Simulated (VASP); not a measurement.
Input of a VASP 6.6.1 run:

The input INCAR:

```
SYSTEM = BF
PREC     = Accurate       ! precision mode
ENCUT    = 600            ! plane-wave cutoff, eV
EDIFF    = 1E-6           ! SCF threshold, eV
ISMEAR   = 0              ! smearing method
SIGMA    = 0.2            ! smearing width, eV
LREAL    = .FALSE.        ! projectors in reciprocal space
LASPH    = .TRUE.         ! aspherical terms in the spheres
NELM     = 120            ! most SCF steps
ALGO     = Normal         ! electronic algorithm
ISIF     = 2              ! what is computed and relaxed
LWAVE    = .FALSE.        ! write WAVECAR
LCHARG   = .FALSE.        ! write CHGCAR
GGA      = PE             ! functional
NBANDS   = 12             ! bands
GGA_COMPAT= .FALSE.
```

The input KPOINTS:

```
Automatic mesh
0
G
  8 8 8
  0 0 0
```

File POSCAR:

```
BF
1.0
    0.0000000000      2.4955234282      2.4955234282
    2.4955234282      0.0000000000      2.4955234282
    2.4955234282      2.4955234282      0.0000000000
B F
1 1
Direct
    0.0000000000      0.0000000000      0.0000000000
    0.2500000000      0.2500000000      0.2500000000
```

Potentials or basis: VASP PAW PBE potentials, release 64 (B, F).

Launch:

```bash
$ cat potpaw_PBE.64/B/POTCAR potpaw_PBE.64/F/POTCAR > POTCAR
$ mpirun -np 1 vasp_std > vasp.out
```

(1) What does it give for the band gap on the k mesh?

(2) Estimate the pressure.

Answers

(1) 1.24 eV, indirect (least direct gap 1.31 eV).

(2) 0.0 GPa.
